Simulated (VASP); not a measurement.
# V (P-1) in VASP: a series of runs

V is run at these levels: PBE; tasks: single point.

Program: VASP 6.6.1. These are calculated values, not measurements. Logs are shortened: lines on timing, memory, paths and dates and some standing lists are left out, and cuts for length are marked.

## Step 1: The cell of the first run

The typed cell holds 1 atom: a = 2.756 Å, b = 2.723 Å, c = 2.452 Å, α = 113.75°, β = 107.43°, γ = 104.79°.

## Step 2: Single point, PBE, collinear spin, ferromagnetic start (14.51 Å³/atom)

Contents of INCAR:

```
PREC     = Accurate       # precision mode
ENCUT    = 520            # plane-wave cutoff, eV
EDIFF    = 1E-6           # SCF threshold, eV
ISMEAR   = -1             # smearing method
SIGMA    = 0.05           # smearing width, eV
LREAL    = False          # projectors in reciprocal space
LASPH    = True           # aspherical terms in the spheres
NELM     = 150            # most SCF steps
ALGO     = Fast           # electronic algorithm
ISIF     = 2              # what is computed and relaxed
LWAVE    = False          # write WAVECAR
LCHARG   = False          # write CHGCAR
ISPIN    = 2              # spin polarisation
MAGMOM   = 2              # initial moments
LORBIT   = 11             # projections on sites
LMAXMIX  = 4              # l up to which the mixer works
GGA      = PE             # functional
NBANDS   = 16             # bands
```

Contents of KPOINTS:

```
Automatic mesh
0
Gamma
  11 12 13
```

Contents of POSCAR:

```
V
1.0
   -1.4047360326      1.6733789900      1.6802551773
    1.5344925415     -1.5205068387      1.6571395350
    1.2975040760      1.4132748821     -1.5273830260
V
1
Direct
    0.0000000000      0.0000000000      0.0000000000
```

Potentials or basis: VASP PAW PBE potentials, release 64 (V_sv).

Launch:

```console
> cat potpaw_PBE.64/V_sv/POTCAR > POTCAR
> mpirun -np 1 vasp_std > vasp.out
```

OUTCAR:

```text
PREC = Accurate
   ENCUT = 520
   EDIFF = 1E-6
   ISMEAR = -1
   LREAL = False
   LASPH = True
   NELM = 150
   ISIF = 2
   ISPIN = 2
   LORBIT = 11
   GGA = PE

 ion  position               nearest neighbor table
   1  0.000  0.000  0.000-

  LATTYP: Found a triclinic cell.
 ALAT       =     3.3434129437
 B/A-ratio  =     1.2970000194
 C/A-ratio  =     0.8243726133
 COS(alpha) =     0.0090842405
 COS(beta)  =     0.6165063659
 COS(gamma) =     0.7042340772

  Lattice vectors:

 A1 = (  -0.1297565089,  -0.1528721513,  -3.3373947123)
 A2 = (  -0.2369884655,   2.9337817208,  -3.1845225610)
 A3 = (   1.4047360326,  -1.6733789900,  -1.6802551773)

Analysis of symmetry for initial positions (statically):
=====================================================================
 Subroutine PRICEL returns:
 Original cell was already a primitive cell.

 Routine SETGRP: Setting up the symmetry group for a
 triclinic supercell.

 Subroutine GETGRP returns: Found  2 space group operations
 (whereof  2 operations were pure point group operations)
 out of a pool of  2 trial point group operations.

The static configuration has the point symmetry S_2 .

Analysis of symmetry for dynamics (positions and initial velocities):
=====================================================================
 Subroutine PRICEL returns:
 Original cell was already a primitive cell.

 Routine SETGRP: Setting up the symmetry group for a
 triclinic supercell.

 Subroutine GETGRP returns: Found  2 space group operations
 (whereof  2 operations were pure point group operations)
 out of a pool of  2 trial point group operations.

The dynamic configuration has the point symmetry S_2 .

Analysis of structural, dynamic, and magnetic symmetry:
=====================================================================
 Subroutine PRICEL returns:
 Original cell was already a primitive cell.

 Routine SETGRP: Setting up the symmetry group for a
 triclinic supercell.

 Subroutine GETGRP returns: Found  2 space group operations
 (whereof  2 operations were pure point group operations)
 out of a pool of  2 trial point group operations.

The overall configuration has the point symmetry S_2 .

 Subroutine INISYM returns: Found  2 space group operations
 (whereof  2 operations are pure point group operations),
 and found     1 'primitive' translations

----------------------------------------------------------------------------------------

                                     Primitive cell

  volume of cell :      14.5063

  direct lattice vectors                    reciprocal lattice vectors
    -1.404736033  1.673378990  1.680255177    -0.001350950  0.309788718  0.285497314
     1.534492541 -1.520506839  1.657139535     0.339889328 -0.002382955  0.286529319
     1.297504076  1.413274882 -1.527383026     0.367277948  0.338209343 -0.029771574

  length of vectors
     2.756218066  2.722631052  2.452297214     0.421283267  0.444555378  0.500164970

  position of ions in fractional coordinates (direct lattice)
     0.000000000  0.000000000  0.000000000

  ion indices of the primitive-cell ions
   primitive index   ion index
                 1           1

----------------------------------------------------------------------------------------

 KPOINTS: Automatic mesh

Automatic generation of k-mesh.
 Grid dimensions read from file:
 generate k-points for:   11   12   13

 Generating k-lattice:

  Cartesian coordinates                     Fractional coordinates (reciprocal lattice)
    -0.000122814  0.028162611  0.025954301     0.090909091  0.000000000  0.000000000
     0.028324111 -0.000198580  0.023877443     0.000000000  0.083333333  0.000000000
     0.028252150  0.026016103 -0.002290121    -0.000000000  0.000000000  0.076923077

  Length of vectors
     0.038298479  0.037046282  0.038474228

  Shift w.r.t. Gamma in fractional coordinates (k-lattice)
     0.000000000  0.000000000  0.000000000

 Subroutine IBZKPT returns following result:
 ===========================================

 Found    859 irreducible k-points:

 Following reciprocal coordinates:
            Coordinates               Weight
  0.000000  0.000000  0.000000      1.000000
  0.090909  0.000000 -0.000000      2.000000
  0.181818 -0.000000  0.000000      2.000000
  0.272727 -0.000000  0.000000      2.000000
  0.363636 -0.000000  0.000000      2.000000
  0.454545 -0.000000  0.000000      2.000000
[... 16 lines left out ...]
  0.454545  0.166667  0.000000      2.000000
 -0.454545  0.166667  0.000000      2.000000
 [... further k-points ...]
   k-points           NKPTS =    859   k-points in BZ     NKDIM =    859   number of bands    NBANDS=     16
   number of dos      NEDOS =    301   number of ions     NIONS =      1
   total plane-waves  NPLWV =   7200
   dimension x,y,z NGX =    20 NGY =   20 NGZ =   18
   dimension x,y,z NGXF=    40 NGYF=   40 NGZF=   36
   ions per type =               1
   NGX,Y,Z   is equivalent  to a cutoff of  12.06, 12.21, 12.20 a.u.
   NGXF,Y,Z  is equivalent  to a cutoff of  24.13, 24.42, 24.41 a.u.
 SYSTEM =  unknown system
   PREC   = accura    normal or accurate (medium, high low for compatibility)
   ISTART =      0    job   : 0-new  1-cont  2-samecut
   ICHARG =      2    charge: 1-file 2-atom 10-const
   ISPIN  =      2    spin polarized calculation?
   LNONCOLLINEAR =      F non collinear calculations
   LSORBIT =      F    spin-orbit coupling
   LASPH  =      T    aspherical Exc in radial PAW
   ENCUT  =  520.0 eV  38.22 Ry    6.18 a.u.   5.12  5.06  4.56*2*pi/ulx,y,z
   NELM   =    150;   NELMIN=  2; NELMDL= -5     # of ELM steps
   EDIFF  = 0.1E-05   stopping-criterion for ELM
   LREAL  =      F    real-space projection
   EDIFFG = 0.1E-04   stopping-criterion for IOM
   NSW    =      0    number of steps for IOM
   IBRION =     -1    ionic relax: 0-MD 1-quasi-New 2-CG
   NFREE  =      0    steps in history (QN), initial steepest desc. (CG)
   ISIF   =      2    stress and relaxation
   ISYM   =      2    0-nonsym 1-usesym 2-fastsym
   POTIM  = 0.5000    time-step for ionic-motion
   TEBEG  =    0.0;   TEEND  =   0.0 temperature during run
   PSTRESS=    0.0 pullay stress
   NELECT =      13.0000    total number of electrons
   NUPDOWN=      -1.0000    fix difference up-down
   EMIN   =  10.00;   EMAX   =-10.00  energy-range for DOS
   EFERMI =   0.00;   METHOD = LEGACY
   ISMEAR =    -1;   SIGMA  =   0.05  broadening in eV -4-tet -1-fermi 0-gaus
   EFERMI_NEDOS =   21; number of points for ismear=-14 and -15
   IALGO  =     68    algorithm
   IMIX   =      4    mixing-type and parameters
     AMIX     =   0.40;   BMIX     =  1.00
     AMIX_MAG =   1.60;   BMIX_MAG =  1.00
  volume/ion in A,a.u.               =      14.51        97.89
  Fermi-wavevector in a.u.,A,eV,Ry     =   1.578350  2.982649 33.894669  2.491188
  Thomas-Fermi vector in A             =   2.678894
   LORBIT       =     11    0 simple, 1 ext, 2 COOP (PROOUT), +10 PAW based schemes
   GGA     = PE    functional components
   LHFCALC =     F    Hartree Fock is set to
   AEXX    =    0.0000 exact exchange contribution
   IVDW    =     0    specifies the selected vdW correction
   LEPSILON=     F    determine dielectric tensor
   LRPA    =     F    only Hartree local field effects (RPA)
 spin polarized calculation
 RMM-DIIS sequential band-by-band and
  energy-cutoff  :      520.00
  volume of cell :       14.51
 maximum number of plane-waves:       405
   NGX = 11   NGY = 11   NGZ =  9

 number of electron      12.9999997 magnetization       0.0875638

 number of electron      12.9999996 magnetization      -0.0002105

 Free energy of the ion-electron system (eV)
  ---------------------------------------------------
  ext. energy  EPLUGINS =         0.00000000
  ---------------------------------------------------
  free energy    TOTEN  =        -8.89469351 eV

  energy without entropy =       -8.88173357  energy(sigma->0) =       -8.88821354

 E-fermi :   8.9351     XC(G=0): -12.4887

 val. band max:        8.9345993742   @ k =  -0.0000   0.4167   0.3846
 cond. band min:       8.9356011648   @ k =  -0.4545  -0.1667   0.1538
 fundamental gap:      0.0010017906
 Fermi energy:         8.9350855652

 spin component 1

 k-point     1 :       0.0000    0.0000    0.0000
  band No.  band energies     occupation
      1     -54.9878      1.00000
      2     -28.5365      1.00000
      3     -28.4299      1.00000
      4     -28.1151      1.00000
      5       2.4288      1.00000
      6       8.2752      1.00000
[... 8 lines left out ...]
     15      35.0149      0.00000
     16      36.8611      0.00000

 k-point     2 :       0.0909    0.0000   -0.0000
  band No.  band energies     occupation
      1     -54.9805      1.00000
      2     -28.5800      1.00000
      3     -28.4384      1.00000
      4     -28.1163      1.00000
      5       2.6867      1.00000
      6       8.2564      1.00000
[... 8 lines left out ...]
     15      34.4854      0.00000
     16      37.2638      0.00000

 k-point     3 :       0.1818   -0.0000    0.0000
  band No.  band energies     occupation
      1     -54.9610      1.00000
      2     -28.6980      1.00000
      3     -28.4595      1.00000
      4     -28.1192      1.00000
      5       3.4127      1.00000
      6       8.1930      1.00000
[... 8 lines left out ...]
     15      35.0847      0.00000
     16      36.8884      0.00000
[... 362 lines left out ...]
 k-point    23 :       0.4545    0.1667    0.0000
  band No.  band energies     occupation
      1     -54.8828      1.00000
      2     -29.0277      1.00000
      3     -28.6482      1.00000
      4     -28.1468      1.00000
      5       6.4341      1.00000
      6       7.8958      1.00000
[... 8 lines left out ...]
     15      35.5976      0.00000
     16      38.9529      0.00000

 k-point    24 :      -0.4545    0.1667    0.0000
  band No.  band energies     occupation
      1     -54.8927      1.00000
      2     -28.9775      1.00000
      3     -28.6273      1.00000
      4     -28.1485      1.00000
      5       6.1026      1.00000
      6       7.7607      1.00000
[... 8 lines left out ...]
     15      36.2347      0.00000
     16      39.1180      0.00000

 [... further k-points ...]

 spin component 2

 k-point     1 :       0.0000    0.0000    0.0000
  band No.  band energies     occupation
      1     -54.9878      1.00000
      2     -28.5365      1.00000
      3     -28.4300      1.00000
      4     -28.1150      1.00000
      5       2.4287      1.00000
      6       8.2751      1.00000
[... 8 lines left out ...]
     15      35.0152      0.00000
     16      36.8607      0.00000

 k-point     2 :       0.0909    0.0000   -0.0000
  band No.  band energies     occupation
      1     -54.9805      1.00000
      2     -28.5801      1.00000
      3     -28.4385      1.00000
      4     -28.1163      1.00000
      5       2.6866      1.00000
      6       8.2563      1.00000
[... 8 lines left out ...]
     15      34.4878      0.00000
     16      37.2708      0.00000

 k-point     3 :       0.1818   -0.0000    0.0000
  band No.  band energies     occupation
      1     -54.9610      1.00000
      2     -28.6981      1.00000
      3     -28.4597      1.00000
      4     -28.1192      1.00000
      5       3.4126      1.00000
      6       8.1929      1.00000
[... 8 lines left out ...]
     15      35.0907      0.00000
     16      36.8906      0.00000
[... 362 lines left out ...]
 k-point    23 :       0.4545    0.1667    0.0000
  band No.  band energies     occupation
      1     -54.8828      1.00000
      2     -29.0278      1.00000
      3     -28.6484      1.00000
      4     -28.1468      1.00000
      5       6.4340      1.00000
      6       7.8957      1.00000
[... 8 lines left out ...]
     15      35.5976      0.00000
     16      38.9527      0.00000

 k-point    24 :      -0.4545    0.1667    0.0000
  band No.  band energies     occupation
      1     -54.8927      1.00000
      2     -28.9775      1.00000
      3     -28.6274      1.00000
      4     -28.1484      1.00000
      5       6.1025      1.00000
      6       7.7606      1.00000
[... 8 lines left out ...]
     15      36.2370      0.00000
     16      39.1197      0.00000

 [... further k-points ...]

------------------------ aborting loop because EDIFF is reached ----------------------------------------

  FORCE on cell =-STRESS in cart. coord.  units (eV):
  Direction    XX          YY          ZZ          XY          YZ          ZX
  --------------------------------------------------------------------------------------
  -------------------------------------------------------------------------------------
  Total       -0.2672119     -0.9445742     -1.5394891     -0.0469221     -0.2536304     -0.0890805
  in kB      -29.5126485   -104.3250406   -170.0313868     -5.1823827    -28.0126263     -9.8386376
  external PRESSURE =    -101.2896919 kB  Pullay stress =       0.0000000 kB

 VOLUME and BASIS-vectors are now :
 -----------------------------------------------------------------------------
  energy-cutoff  :      520.00
  volume of cell :       14.51
      direct lattice vectors                 reciprocal lattice vectors
    -1.404736033  1.673378990  1.680255177    -0.001350950  0.309788718  0.285497314
     1.534492541 -1.520506839  1.657139535     0.339889328 -0.002382955  0.286529319
     1.297504076  1.413274882 -1.527383026     0.367277948  0.338209343 -0.029771574

 POSITION                                       TOTAL-FORCE (eV/Angst)
 -----------------------------------------------------------------------------------
      0.00000      0.00000      0.00000        -0.000000     -0.000000     -0.000000
 -----------------------------------------------------------------------------------
    total drift:                                0.000000     -0.000000      0.000000

  FREE ENERGIE OF THE ION-ELECTRON SYSTEM (eV)
  ---------------------------------------------------
  free  energy   TOTEN  =        -8.8946935059 eV

  energy  without entropy=       -8.8817335716  energy(sigma->0) =       -8.88821354

 total charge

# of ion       s       p       d       tot
------------------------------------------
    1        2.323   6.195   3.047  11.566

 magnetization (x)

# of ion       s       p       d       tot
------------------------------------------
    1       -0.000   0.000  -0.000  -0.000
```

Wall time 2.3 min (1 thread of Intel Xeon 6975P-C (Granite Rapids), shared host); peak memory 0.37 GiB.

What came out:

| Property | Result |
| --- | --- |
| Free energy | -8.8947 eV |
| Pressure | -10.1 GPa |
| Net moment | 0.00 μB per cell |
| Valence electrons inside the program's atomic spheres | V 11.57 |

Levels at points of the mesh, in eV from the Fermi level:
Spin up:
| k point | band 3 | band 4 | band 5 | band 6 | band 7 | band 8 | band 9 | band 10 | band 11 | band 12 |
| --- | --- | --- | --- | --- | --- | --- | --- | --- | --- | --- |
| (0.00, 0.00, 0.00) | -37.36 | -37.05 | -6.51 | -0.66 | 0.18 | 1.05 | 1.86 | 2.74 | 17.35 | 20.30 |
| (0.00, 0.50, 0.00) | -37.56 | -37.11 | -3.07 | -1.36 | 0.75 | 2.19 | 2.97 | 3.41 | 8.53 | 14.75 |
Spin down:
```tsv
k point	band 5	band 6	band 7	band 8	band 9	band 10
(0.00, 0.00, 0.00)	-6.51	-0.66	0.18	1.04	1.86	2.74
(0.00, 0.50, 0.00)	-3.07	-1.36	0.75	2.19	2.97	3.41
```

Caveat: the cell stands under tension.

## Step 3: Single point, PBE, collinear spin, ferromagnetic start (13.41 Å³/atom)

This run uses another cell than the first one, of 13.41 Å³/atom.

Contents of INCAR:

```
  PREC = Accurate
  ENCUT = 520
  EDIFF = 1E-7
  ISMEAR = -1
  SIGMA = 0.05
  LREAL = F
  LASPH = T
  NELM = 150
  ALGO = Fast
  ISIF = 2
  LWAVE = F
  LCHARG = T
  ISPIN = 2
  MAGMOM = 2
  LORBIT = 11
  LMAXMIX = 4
  GGA = PE
  LELF = T
  LVHAR = T
  NBANDS = 16
```

KPOINTS is that of step 2.

Contents of POSCAR:

```
V
1.0
   -1.3684684610      1.6301755760      1.6368742335
    1.4948749075     -1.4812502885      1.6143553924
    1.2640050264      1.3767868539     -1.4879489459
V
1
Direct
    0.0000000000      0.0000000000      0.0000000000
```

Potentials or basis: VASP PAW PBE potentials, release 64 (V_sv).

Launch:

```console
> cat potpaw_PBE.64/V_sv/POTCAR > POTCAR
> mpirun -np 1 vasp_std > vasp.out
```

Run time: 2.5 min. Hardware: 1 thread of Intel Xeon 6975P-C (Granite Rapids), shared host; peak memory 0.35 GiB.

Results (log left out):

| Property | Result |
| --- | --- |
| Free energy | -8.9224 eV |
| Pressure | 2.6 GPa |
| Net moment | 0.00 μB per cell |
| Valence electrons inside the program's atomic spheres | V 11.70 |

Stress tensor (GPa, compression positive):
```
11.96 -0.41 -1.12
-0.41  2.03 -3.48
-1.12 -3.48 -6.06
```

Levels at points of the mesh, in eV from the Fermi level:
Spin up:
```tsv
k point	band 3	band 4	band 5	band 6	band 7	band 8	band 9	band 10	band 11	band 12
(0.00, 0.00, 0.00)	-37.18	-36.83	-6.70	-0.75	0.16	1.13	2.02	3.01	17.90	20.98
(0.00, 0.50, 0.00)	-37.42	-36.90	-3.32	-1.53	0.95	2.40	3.29	3.76	9.42	15.47
```
Spin down:
| k point | band 3 | band 4 | band 5 | band 6 | band 7 | band 8 | band 9 | band 10 | band 11 | band 12 |
| --- | --- | --- | --- | --- | --- | --- | --- | --- | --- | --- |
| (0.00, 0.00, 0.00) | -37.18 | -36.83 | -6.70 | -0.75 | 0.16 | 1.13 | 2.02 | 3.01 | 17.90 | 20.98 |
| (0.00, 0.50, 0.00) | -37.42 | -36.90 | -3.32 | -1.53 | 0.95 | 2.40 | 3.29 | 3.76 | 9.42 | 15.47 |

## Step 4: Single point, PBE, collinear spin, ferromagnetic start (13.96 Å³/atom)

This run uses another cell than the first one, of 13.96 Å³/atom.

Contents of INCAR:

```
SYSTEM = V
ALGO = Fast ; EDIFF = 1E-7
ENCUT = 520 ; GGA = PE
ISIF = 2 ; ISMEAR = -1
ISPIN = 2 ; LASPH = .TRUE.
LCHARG = .TRUE. ; LELF = .TRUE.
LMAXMIX = 4 ; LORBIT = 11
LREAL = .FALSE. ; LVHAR = .TRUE.
LWAVE = .FALSE. ; MAGMOM = 2
NBANDS = 16 ; NELM = 150
PREC = Accurate ; SIGMA = 0.05
```

Contents of KPOINTS:

```
k-points
0
G
  11 12 13
  0 0 0
```

Contents of POSCAR:

```
V
1.0
   -1.3868393573      1.6520597387      1.6588483218
    1.5149427371     -1.5011352155      1.6360271783
    1.2809735616      1.3952694198     -1.5079237985
V
1
Direct
    0.0000000000      0.0000000000      0.0000000000
```

Launch:

```console
> cat potpaw_PBE.64/V_sv/POTCAR > POTCAR
> mpirun -np 1 vasp_std > vasp.out
```

Wall time 2.4 min (1 thread of Intel Xeon 6975P-C (Granite Rapids), shared host); peak memory 0.36 GiB.

It converged, with:

- Free energy: -8.9194 eV
- Pressure: -4.3 GPa
- Net moment: 0.00 μB per cell
- Valence electrons inside the program's atomic spheres: V 11.63

Stress tensor (GPa, compression positive):
```
  3.83  -0.47  -1.06
 -0.47  -4.78  -3.13
 -1.06  -3.13 -12.05
```

Levels at points of the mesh, in eV from the Fermi level:
Spin up:
| k point | band 4 | band 5 | band 6 | band 7 | band 8 | band 9 | band 10 | band 11 |
| --- | --- | --- | --- | --- | --- | --- | --- | --- |
| (0.00, 0.00, 0.00) | -36.94 | -6.61 | -0.70 | 0.17 | 1.09 | 1.94 | 2.87 | 17.62 |
| (0.00, 0.50, 0.00) | -37.01 | -3.19 | -1.44 | 0.84 | 2.29 | 3.12 | 3.58 | 8.96 |
Spin down:
| k point | band 3 | band 4 | band 5 | band 6 | band 7 | band 8 | band 9 | band 10 | band 11 | band 12 |
| --- | --- | --- | --- | --- | --- | --- | --- | --- | --- | --- |
| (0.00, 0.00, 0.00) | -37.28 | -36.94 | -6.60 | -0.70 | 0.17 | 1.09 | 1.94 | 2.87 | 17.62 | 20.64 |
| (0.00, 0.50, 0.00) | -37.49 | -37.01 | -3.19 | -1.44 | 0.84 | 2.29 | 3.12 | 3.58 | 8.96 | 15.10 |

Caveat: the cell stands under tension.

[end of part 1 of 2]
